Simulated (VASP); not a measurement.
Crystal: HgTe (zincblende type).

```
CELL_PARAMETERS angstrom
0.00000 3.10723 3.10723
3.10723 0.00000 3.10723
3.10723 3.10723 0.00000
ATOMIC_POSITIONS crystal
Hg 0.00000 0.00000 0.00000
Te 0.25000 0.25000 0.25000
```

- Program: VASP 6.6.1
- Task: relaxation of cell and atoms
- Functional: r2SCAN
- Potentials or basis: VASP PAW PBE potentials, release 64 (Hg, Te)
- Cutoff: 600 eV
- k mesh: 12 × 12 × 12
- Occupations: fermi-dirac, width 0.08 eV
- Spin: no spin polarisation

At the start: pressure 10.5 GPa; volume 30.00 Å³/atom.

How do energy, volume and symmetry change on relaxing?

Over 5 steps the energy falls by 152.9 meV/atom and the volume is 35.53 Å³/atom (+18.4 %); space group F-43m (No. 216, to 0.1 Å) before and after.

The path:
| step | energy change (eV) | largest force (eV/Å) | pressure (GPa) | volume (Å³) |
| --- | --- | --- | --- | --- |
| 1 | 0.0000 | 0.0000 | 10.49 | 60.00 |
| 2 | -0.2223 | 0.0000 | -3.15 | 78.73 |
| 3 | -0.3058 | 0.0000 | 0.03 | 71.04 |
| 4 | -0.3057 | 0.0000 | -0.10 | 71.27 |
| 5 | -0.3058 | 0.0000 | 0.02 | 71.06 |

Final structure:
```cif
data_structure
_symmetry_space_group_name_H-M 'P 1'
_symmetry_Int_Tables_number 1
_cell_length_a 4.6492
_cell_length_b 4.6492
_cell_length_c 4.6492
_cell_angle_alpha 60.000
_cell_angle_beta 60.000
_cell_angle_gamma 60.000
_cell_volume 71.06
loop_
_atom_site_label
_atom_site_type_symbol
_atom_site_fract_x
_atom_site_fract_y
_atom_site_fract_z
_atom_site_occupancy
Hg1 Hg 0.00000 0.00000 0.00000 1
Te1 Te 0.25000 0.25000 0.25000 1
```

Caveat: the volume moved by over 15 % at a fixed basis, so the end points are rough; the PAW data sets were made with another functional, which shifts forces and pressure a little.
